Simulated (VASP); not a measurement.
## Se: single point with PBE

Crystal: Se.

```
Se
1.0
     1.92500    1.11140    0.88167
    -1.92500    1.11140    0.88167
     0.00000   -2.22280    0.88167
Se
1
Direct
  0.00000 0.00000 0.00000
```

```
Program                : VASP 6.6.1
Task                   : single point
Functional             : PBE
Potentials or basis    : VASP PAW PBE potentials, release 64 (Se)
Cutoff                 : 520 eV
k mesh                 : 4 × 4 × 4
Occupations            : methfessel-paxton, width 0.1 eV
Spin                   : no spin polarisation
Dipole correction      : no
Further INCAR settings : ALGO = Normal; EDIFF = 1e-06; NBANDS = 9
```

* Pressure: 159.0 GPa
* Band gap on the k mesh: zero (band 3 reaches 22.66 eV, above the bottom of band 4 at 7.03 eV)

Stress tensor (GPa, compression positive):
```
143.36   0.00   0.00
  0.00 143.36   0.00
  0.00   0.00 190.23
```

Levels at points of the mesh, in eV from the Fermi level:
```tsv
k point	band 1	band 2	band 3	band 4	band 5	band 6	band 7	band 8
(0.00, 0.00, 0.00)	-22.90	6.28	8.55	8.55	13.15	13.15	15.61	19.28
(0.50, 0.00, 0.00)	-15.63	-12.48	2.43	5.32	8.46	9.97	24.49	26.18
(0.50, 0.50, 0.00)	-13.66	-11.94	-0.71	5.58	5.59	10.41	21.43	22.80
(0.50, 0.50, 0.50)	-7.01	-6.08	-6.08	-4.16	1.31	1.31	25.54	25.66
```

Wall time 1.4 s on 1 thread of Intel(R) Xeon(R) 6975P-C (Granite Rapids) (shared host), peak memory 0.11 GiB.

Caveat: the k points lie up to 0.76 Å⁻¹ apart.
